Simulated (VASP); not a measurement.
# Al3GaO6 (R3) in VASP: further runs

The runs below take Al3GaO6 through single point, relaxation of cell and atoms, with PBE.

All numbers are computed with VASP 6.6.1; they aren't measurements. Logs are shortened: lines on timing, memory, paths and dates and some standing lists are left out, and cuts for length are marked.

### 1 The cell of the first run

It takes space group R3 (No. 146, trigonal). Conventional cell: a = 5.337 Å, b = 5.337 Å, c = 14.569 Å, α = 90.00°, β = 90.00°, γ = 120.00°. Within 2.8 Å of Al (site symmetry 3) lie 6 O at 2.08 to 2.21 Å. Al (site symmetry 3) has 6 O at 2.08 to 2.21 Å within 2.8 Å. Within 2.8 Å of Al (site symmetry 3) lie 6 O at 2.08 to 2.21 Å. Within 2.8 Å of Ga (site symmetry 3) lie 6 O at 2.08 to 2.21 Å. O (site symmetry 1) has 1 Ga at 2.08 Å and 3 Al at 2.08 to 2.21 Å and 12 O at 2.83 to 3.21 Å within 3.3 Å. O (site symmetry 1) has 3 Al at 2.08 to 2.21 Å and 1 Ga at 2.21 Å and 12 O at 2.83 to 3.21 Å within 3.3 Å.

### 2 Single point, PBE

The input, INCAR:

```
SYSTEM = Al3GaO6
PREC = Accurate ; ENCUT = 600
EDIFF = 1E-6 ; ISMEAR = 0
SIGMA = 0.1 ; LREAL = .False.
LASPH = .True. ; NELM = 120
ALGO = Normal ; ISIF = 2
LWAVE = .False. ; LCHARG = .True.
GGA = PE ; LELF = .True.
LVHAR = .True. ; NBANDS = 40
GGA_COMPAT = .False.
```

The input, KPOINTS:

```
Automatic mesh
0
Gamma
  6 6 6
  0 0 0
```

The input, POSCAR:

```
Al3GaO6
1.0
    2.6684421100      1.5406257700      4.8563535600
   -2.6684421100      1.5406257700      4.8563535600
    0.0000000000     -3.0812515400      4.8563535600
Al Ga O
3 1 6
Direct
    0.8521600100      0.8521600100      0.8521600100
    0.6478399900      0.6478399900      0.6478399900
    0.1478399900      0.1478399900      0.1478399900
    0.3521600100      0.3521600100      0.3521600100
    0.0566800200      0.4433199800      0.7500000000
    0.7500000000      0.0566800200      0.4433199800
    0.4433199800      0.7500000000      0.0566800200
    0.9433199800      0.5566800200      0.2500000000
    0.2500000000      0.9433199800      0.5566800200
    0.5566800200      0.2500000000      0.9433199800
```

Potentials or basis: VASP PAW PBE potentials, release 64 (Al, Ga_d, O).

Command:

```console
cat potpaw_PBE.64/Al/POTCAR potpaw_PBE.64/Ga_d/POTCAR potpaw_PBE.64/O/POTCAR > POTCAR
mpirun -np 1 vasp_std > vasp.out
```

OUTCAR:

```text
SYSTEM = Al3GaO6
   PREC = Accurate
   ENCUT = 600
   EDIFF = 1E-6
   ISMEAR = 0
   LREAL = .False.
   LASPH = .True.
   NELM = 120
   ISIF = 2
   GGA = PE

 ion  position               nearest neighbor table
   1  0.852  0.852  0.852-   9 2.08   8 2.08  10 2.08   7 2.21   6 2.21   5 2.21   2 2.98   3 3.13
                             3 3.13   3 3.13
   2  0.648  0.648  0.648-  10 2.08   8 2.08   9 2.08   7 2.21   6 2.21   5 2.21   1 2.98   4 3.13
                             4 3.13   4 3.13
   3  0.148  0.148  0.148-   6 2.08   5 2.08   7 2.08   9 2.21  10 2.21   8 2.21   4 2.98   1 3.13
                             1 3.13   1 3.13
   4  0.352  0.352  0.352-   7 2.08   5 2.08   6 2.08   9 2.21  10 2.21   8 2.21   3 2.98   2 3.13
                             2 3.13   2 3.13
   5  0.057  0.443  0.750-   3 2.08   4 2.08   1 2.21   2 2.21
   6  0.750  0.057  0.443-   3 2.08   4 2.08   1 2.21   2 2.21
   7  0.443  0.750  0.057-   4 2.08   3 2.08   1 2.21   2 2.21
   8  0.943  0.557  0.250-   1 2.08   2 2.08   3 2.21   4 2.21
   9  0.250  0.943  0.557-   1 2.08   2 2.08   3 2.21   4 2.21
  10  0.557  0.250  0.943-   2 2.08   1 2.08   3 2.21   4 2.21

  LATTYP: Found a trigonal (rhomboedric) cell.
 ALAT       =     5.7513720935
 COS(alpha) =     0.5694707775

  Lattice vectors:

 A1 = (   2.6684421100,   1.5406257700,   4.8563535600)
 A2 = (  -2.6684421100,   1.5406257700,   4.8563535600)
 A3 = (   0.0000000000,  -3.0812515400,   4.8563535600)

Analysis of symmetry for initial positions (statically):
=====================================================================
 Subroutine PRICEL returns:
 Original cell was already a primitive cell.

 Routine SETGRP: Setting up the symmetry group for a
 trigonal (rhombohedral) supercell.

 Subroutine GETGRP returns: Found  3 space group operations
 (whereof  3 operations were pure point group operations)
 out of a pool of 12 trial point group operations.

The static configuration has the point symmetry C_3 .

Analysis of symmetry for dynamics (positions and initial velocities):
=====================================================================
 Subroutine PRICEL returns:
 Original cell was already a primitive cell.

 Routine SETGRP: Setting up the symmetry group for a
 trigonal (rhombohedral) supercell.

 Subroutine GETGRP returns: Found  3 space group operations
 (whereof  3 operations were pure point group operations)
 out of a pool of 12 trial point group operations.

The dynamic configuration has the point symmetry C_3 .

 Subroutine INISYM returns: Found  3 space group operations
 (whereof  3 operations are pure point group operations),
 and found     1 'primitive' translations

----------------------------------------------------------------------------------------

                                     Primitive cell

  volume of cell :     119.7889

  direct lattice vectors                    reciprocal lattice vectors
     2.668442110  1.540625770  4.856353560     0.187375247  0.108181149  0.068638605
    -2.668442110  1.540625770  4.856353560    -0.187375247  0.108181149  0.068638605
     0.000000000 -3.081251540  4.856353560     0.000000000 -0.216362299  0.068638605

  length of vectors
     5.751372093  5.751372093  5.751372093     0.226988772  0.226988772  0.226988772

  position of ions in fractional coordinates (direct lattice)
     0.852160010  0.852160010  0.852160010
     0.647839990  0.647839990  0.647839990
     0.147839990  0.147839990  0.147839990
     0.352160010  0.352160010  0.352160010
     0.056680020  0.443319980  0.750000000
     0.750000000  0.056680020  0.443319980
     0.443319980  0.750000000  0.056680020
     0.943319980  0.556680020  0.250000000
     0.250000000  0.943319980  0.556680020
     0.556680020  0.250000000  0.943319980

  ion indices of the primitive-cell ions
   primitive index   ion index
                 1           1
                 2           2
                 3           3
                 4           4
                 5           5
                 6           6
                 7           7
                 8           8
                 9           9
                10          10

----------------------------------------------------------------------------------------

 KPOINTS: Automatic mesh

Automatic generation of k-mesh.
 Grid dimensions read from file:
 generate k-points for:    6    6    6

 Generating k-lattice:

  Cartesian coordinates                     Fractional coordinates (reciprocal lattice)
     0.031229208  0.018030192  0.011439767     0.166666667 -0.000000000 -0.000000000
    -0.031229208  0.018030192  0.011439767    -0.000000000  0.166666667 -0.000000000
     0.000000000 -0.036060383  0.011439767    -0.000000000 -0.000000000  0.166666667

  Length of vectors
     0.037831462  0.037831462  0.037831462

  Shift w.r.t. Gamma in fractional coordinates (k-lattice)
     0.000000000  0.000000000  0.000000000

 Subroutine IBZKPT returns following result:
 ===========================================

 Found     40 irreducible k-points:

 Following reciprocal coordinates:
            Coordinates               Weight
  0.000000  0.000000  0.000000      1.000000
  0.166667  0.000000  0.000000      6.000000
  0.333333 -0.000000  0.000000      6.000000
  0.500000 -0.000000  0.000000      3.000000
  0.166667  0.166667  0.000000      6.000000
  0.333333  0.166667 -0.000000      6.000000
[... 16 lines left out ...]
  0.333333  0.333333  0.166667      6.000000
  0.500000  0.333333  0.166667      6.000000
 [... further k-points ...]
   k-points           NKPTS =     40   k-points in BZ     NKDIM =     40   number of bands    NBANDS=     40
   number of dos      NEDOS =    301   number of ions     NIONS =     10
   total plane-waves  NPLWV = 110592
   dimension x,y,z NGX =    48 NGY =   48 NGZ =   48
   dimension x,y,z NGXF=    96 NGYF=   96 NGZF=   96
   ions per type =               3   1   6
   NGX,Y,Z   is equivalent  to a cutoff of  13.87, 13.87, 13.87 a.u.
   NGXF,Y,Z  is equivalent  to a cutoff of  27.75, 27.75, 27.75 a.u.
 SYSTEM =  Al3GaO6
   PREC   = accura    normal or accurate (medium, high low for compatibility)
   ISTART =      0    job   : 0-new  1-cont  2-samecut
   ICHARG =      2    charge: 1-file 2-atom 10-const
   ISPIN  =      1    spin polarized calculation?
   LNONCOLLINEAR =      F non collinear calculations
   LSORBIT =      F    spin-orbit coupling
   LASPH  =      T    aspherical Exc in radial PAW
   ENCUT  =  600.0 eV  44.10 Ry    6.64 a.u.  11.49 11.49 11.49*2*pi/ulx,y,z
   NELM   =    120;   NELMIN=  2; NELMDL= -5     # of ELM steps
   EDIFF  = 0.1E-05   stopping-criterion for ELM
   LREAL  =      F    real-space projection
   EDIFFG = 0.1E-04   stopping-criterion for IOM
   NSW    =      0    number of steps for IOM
   IBRION =     -1    ionic relax: 0-MD 1-quasi-New 2-CG
   NFREE  =      0    steps in history (QN), initial steepest desc. (CG)
   ISIF   =      2    stress and relaxation
   ISYM   =      2    0-nonsym 1-usesym 2-fastsym
   POTIM  = 0.5000    time-step for ionic-motion
   TEBEG  =    0.0;   TEEND  =   0.0 temperature during run
   PSTRESS=    0.0 pullay stress
   NELECT =      58.0000    total number of electrons
   NUPDOWN=      -1.0000    fix difference up-down
   EMIN   =  10.00;   EMAX   =-10.00  energy-range for DOS
   EFERMI =   0.00;   METHOD = LEGACY
   ISMEAR =     0;   SIGMA  =   0.10  broadening in eV -4-tet -1-fermi 0-gaus
   EFERMI_NEDOS =   21; number of points for ismear=-14 and -15
   IALGO  =     38    algorithm
   IMIX   =      4    mixing-type and parameters
     AMIX     =   0.40;   BMIX     =  1.00
     AMIX_MAG =   1.60;   BMIX_MAG =  1.00
  volume/ion in A,a.u.               =      11.98        80.84
  Fermi-wavevector in a.u.,A,eV,Ry     =   1.285519  2.429280 22.484449  1.652560
  Thomas-Fermi vector in A             =   2.417649
   LORBIT       =      0    0 simple, 1 ext, 2 COOP (PROOUT), +10 PAW based schemes
   GGA     = PE    functional components
   LHFCALC =     F    Hartree Fock is set to
   AEXX    =    0.0000 exact exchange contribution
   IVDW    =     0    specifies the selected vdW correction
   LEPSILON=     F    determine dielectric tensor
   LRPA    =     F    only Hartree local field effects (RPA)
 non-spin polarized calculation
 Gauss-broadening in eV      SIGMA  =   0.10
  energy-cutoff  :      600.00
  volume of cell :      119.79
 maximum number of plane-waves:      4016
 NGX is ok and might be reduce to    48
   NGX = 23   NGY = 23   NGZ = 23

 number of electron      58.0000008 magnetization

 Free energy of the ion-electron system (eV)
  ---------------------------------------------------
  ext. energy  EPLUGINS =         0.00000000
  ---------------------------------------------------
  free energy    TOTEN  =       -66.82338143 eV

  energy without entropy =      -66.82338143  energy(sigma->0) =      -66.82338143

 E-fermi :   3.2062     XC(G=0): -10.3264

 val. band max:        2.7734666017   @ k =  -0.1667   0.1667   0.0000
 cond. band min:       4.7329572813   @ k =   0.0000   0.0000   0.0000
 fundamental gap:      1.9594906796
 Fermi energy:         3.2061791926

 k-point     1 :       0.0000    0.0000    0.0000
  band No.  band energies     occupation
      1     -14.4705      2.00000
      2     -13.2097      2.00000
      3     -13.1488      2.00000
      4     -13.1488      2.00000
      5     -12.9618      2.00000
      6     -12.9618      2.00000
[... 32 lines left out ...]
     39      12.8940      0.00000
     40      13.6010      0.00000

 k-point     2 :       0.1667    0.0000    0.0000
  band No.  band energies     occupation
      1     -14.3860      2.00000
      2     -13.2696      2.00000
      3     -13.1759      2.00000
      4     -13.1341      2.00000
      5     -12.9983      2.00000
      6     -12.9677      2.00000
[... 32 lines left out ...]
     39      13.2878      0.00000
     40      13.4701      0.00000

 k-point     3 :       0.3333   -0.0000    0.0000
  band No.  band energies     occupation
      1     -14.1512      2.00000
      2     -13.4930      2.00000
      3     -13.1928      2.00000
      4     -13.1176      2.00000
      5     -13.0441      2.00000
      6     -12.9945      2.00000
[... 32 lines left out ...]
     39      13.1536      0.00000
     40      13.4705      0.00000

 k-point     4 :       0.5000   -0.0000    0.0000
  band No.  band energies     occupation
      1     -13.8321      2.00000
      2     -13.8131      2.00000
      3     -13.1991      2.00000
      4     -13.1143      2.00000
      5     -13.0507      2.00000
      6     -13.0152      2.00000
[... 32 lines left out ...]
     39      13.3385      0.00000
     40      13.5321      0.00000
[... 772 lines left out ...]
     39      13.1289      0.00000
     40      13.5427      0.00000

 k-point    23 :       0.3333    0.3333    0.1667
  band No.  band energies     occupation
      1     -14.2083      2.00000
      2     -13.4438      2.00000
      3     -13.2048      2.00000
      4     -13.1380      2.00000
      5     -13.0494      2.00000
      6     -12.9506      2.00000
[... 32 lines left out ...]
     39      13.3565      0.00000
     40      13.7852      0.00000

 k-point    24 :       0.5000    0.3333    0.1667
  band No.  band energies     occupation
      1     -14.0080      2.00000
      2     -13.5173      2.00000
      3     -13.2818      2.00000
      4     -13.2172      2.00000
      5     -13.0560      2.00000
      6     -12.9570      2.00000
[... 32 lines left out ...]
     39      13.4242      0.00000
     40      13.7389      0.00000

 [... further k-points ...]

------------------------ aborting loop because EDIFF is reached ----------------------------------------

  FORCE on cell =-STRESS in cart. coord.  units (eV):
  Direction    XX          YY          ZZ          XY          YZ          ZX
  --------------------------------------------------------------------------------------
  -------------------------------------------------------------------------------------
  Total      -26.3120990    -26.3120990    -24.5454912      0.0000000     -0.0000000     -0.0000000
  in kB     -351.9245677   -351.9245674   -328.2961716      0.0000000     -0.0000000     -0.0000000
  external PRESSURE =    -344.0484356 kB  Pullay stress =       0.0000000 kB

 VOLUME and BASIS-vectors are now :
 -----------------------------------------------------------------------------
  energy-cutoff  :      600.00
  volume of cell :      119.79
      direct lattice vectors                 reciprocal lattice vectors
     2.668442110  1.540625770  4.856353560     0.187375247  0.108181149  0.068638605
    -2.668442110  1.540625770  4.856353560    -0.187375247  0.108181149  0.068638605
     0.000000000 -3.081251540  4.856353560     0.000000000 -0.216362299  0.068638605

 POSITION                                       TOTAL-FORCE (eV/Angst)
 -----------------------------------------------------------------------------------
      0.00000      0.00000     12.41517        -0.000000     -0.000000      0.165789
      0.00000      0.00000      9.43842        -0.000000     -0.000000     -0.113541
      0.00000      0.00000      2.15389        -0.000000     -0.000000     -0.027178
      0.00000      0.00000      5.13064        -0.000000     -0.000000      0.274775
     -1.03173     -1.54063      6.07044        -0.633379     -0.574518      0.291476
      1.85008     -0.12319      6.07044         0.814237     -0.261263      0.291476
     -0.81836      1.66381      6.07044        -0.180858      0.835781      0.291476
      1.03173      1.54063      8.49862        -0.157188     -0.014784     -0.391425
     -1.85008      0.12319      8.49862         0.091397     -0.128737     -0.391425
      0.81836     -1.66381      8.49862         0.065791      0.143521     -0.391425
 -----------------------------------------------------------------------------------
    total drift:                               -0.000000     -0.000000     -0.000091

  FREE ENERGIE OF THE ION-ELECTRON SYSTEM (eV)
  ---------------------------------------------------
  free  energy   TOTEN  =       -66.8233814259 eV

  energy  without entropy=      -66.8233814259  energy(sigma->0) =      -66.82338143
```

It took 8.4 min on 1 thread of Intel Xeon 8259CL, shared host; peak memory 0.43 GiB.

Results:

```
Free energy            : -66.8234 eV
Pressure               : -34.4 GPa
Largest force          : 0.903 eV/Å
Band gap on the k mesh : 1.96 eV (least direct gap 2.03 eV)
```

Forces in eV/Å, atoms in the order of the input:
```
Al   0.000  0.000  0.166
Al   0.000  0.000 -0.114
Al   0.000  0.000 -0.027
Ga   0.000  0.000  0.275
O   -0.633 -0.575  0.291
O    0.814 -0.261  0.291
O   -0.181  0.836  0.291
O   -0.157 -0.015 -0.391
O    0.091 -0.129 -0.391
O    0.066  0.144 -0.391
```

Stress tensor (GPa, compression positive):
```
-35.19   0.00   0.00
  0.00 -35.19   0.00
  0.00   0.00 -32.83
```

Caveat: the cell stands under tension. A k mesh can miss the band edges.

### 3 Relaxation of cell and atoms, PBE

This run uses another cell than the first one, of 9.07 Å³/atom.

The input, INCAR:

```
ALGO = Normal ; EDIFF = 1E-7
EDIFFG = -0.01 ; ENCUT = 600
GGA = PE ; GGA_COMPAT = F
IBRION = 2 ; ISIF = 3
ISMEAR = 0 ; LASPH = T
LCHARG = F ; LREAL = F
LWAVE = F ; NELM = 120
NELMIN = 4 ; NSW = 100
PREC = Accurate ; SIGMA = 0.02
```

The input, KPOINTS:

```
k-points
0
Gamma
  6 6 6
```

The input, POSCAR:

```
Al3GaO6
1.0
    2.4355856015      1.4061860027      4.4147245870
   -2.4355856015      1.4061860027      4.4147245870
    0.0000000000     -2.8123720053      4.4147245870
Al Ga O
3 1 6
Direct
    0.1479683487      0.1479683487      0.1479683487
    0.3535382720      0.3535382720      0.3535382720
    0.8489753186      0.8489753186      0.8489753186
    0.6414143238      0.6414143238      0.6414143238
    0.2342536769      0.5571398236      0.9581481255
    0.5571398236      0.9581481255      0.2342536769
    0.9581481255      0.2342536769      0.5571398236
    0.7486229291      0.4435646190      0.0663745628
    0.4435646190      0.0663745628      0.7486229291
    0.0663745628      0.7486229291      0.4435646190
```

Potentials or basis: VASP PAW PBE potentials, release 64 (Al, Ga_d, O).

Command:

```console
cat potpaw_PBE.64/Al/POTCAR potpaw_PBE.64/Ga_d/POTCAR potpaw_PBE.64/O/POTCAR > POTCAR
mpirun -np 1 vasp_std > vasp.out
```

It took 17 min on 1 thread of Intel Xeon 8259CL, shared host; peak memory 0.36 GiB.

It converged, with:

```
Free energy                           : -70.9148 eV
Relaxed volume                        : 9.06 Å³/atom
Relaxed cell                          : a = 5.232 Å, b = 5.232 Å, c = 5.232 Å, α = 55.47°, β = 55.47°, γ = 55.47°
Space group after relaxing (to 0.1 Å) : R3 (No. 146)
Energy gained by relaxing             : 0.0 meV/atom
Ionic steps                           : 6
Pressure after relaxing               : 0.0 GPa
Largest force after relaxing          : 0.005 eV/Å
Band gap on the k mesh                : 4.56 eV (least direct gap 4.63 eV)
```

Forces in eV/Å, atoms in the order of the input:
```
Al   0.000  0.000 -0.001
Al   0.000  0.000  0.001
Al   0.000  0.000 -0.004
Ga   0.000  0.000 -0.005
O   -0.001  0.001  0.001
O    0.001  0.000  0.001
O    0.000 -0.002  0.001
O    0.000  0.002  0.002
O    0.002 -0.001  0.002
O   -0.002 -0.001  0.002
```

Step by step:
```
step  energy change (eV)  largest force (eV/Å)  pressure (GPa)  volume (Å³)
   1              0.0000                0.0492           -0.21        90.72
   2             -0.0002                0.0168            0.18        90.56
   3             -0.0003                0.0149            0.07        90.60
   4             -0.0003                0.0106           -0.03        90.64
   5             -0.0003                0.0101           -0.03        90.64
   6             -0.0003                0.0050            0.01        90.63
```

Final structure:
```
Al Ga O
1.0
     2.43497    1.40583    4.41257
    -2.43497    1.40583    4.41257
     0.00000   -2.81166    4.41257
Al Ga O
3 1 6
Direct
  0.14798 0.14798 0.14798
  0.35355 0.35355 0.35355
  0.84894 0.84894 0.84894
  0.64128 0.64128 0.64128
  0.23375 0.55707 0.95861
  0.55707 0.95861 0.23375
  0.95861 0.23375 0.55707
  0.74861 0.44350 0.06671
  0.44350 0.06671 0.74861
  0.06671 0.74861 0.44350
```

Levels at points of the mesh, in eV from the valence-band top:
| k point | band 27 | band 28 | band 29 | band 30 | band 31 | band 32 |
| --- | --- | --- | --- | --- | --- | --- |
| (0.00, 0.00, 0.00) | -0.08 | -0.07 | -0.07 | 4.56 | 7.94 | 9.18 |
| (0.50, 0.00, 0.00) | -0.73 | -0.29 | -0.17 | 6.46 | 8.66 | 8.95 |
| (0.50, 0.50, 0.00) | -0.79 | -0.53 | -0.21 | 6.74 | 9.10 | 9.43 |
| (0.50, 0.50, 0.50) | -0.47 | -0.19 | -0.19 | 6.46 | 7.74 | 9.50 |

A k mesh can miss the band edges.
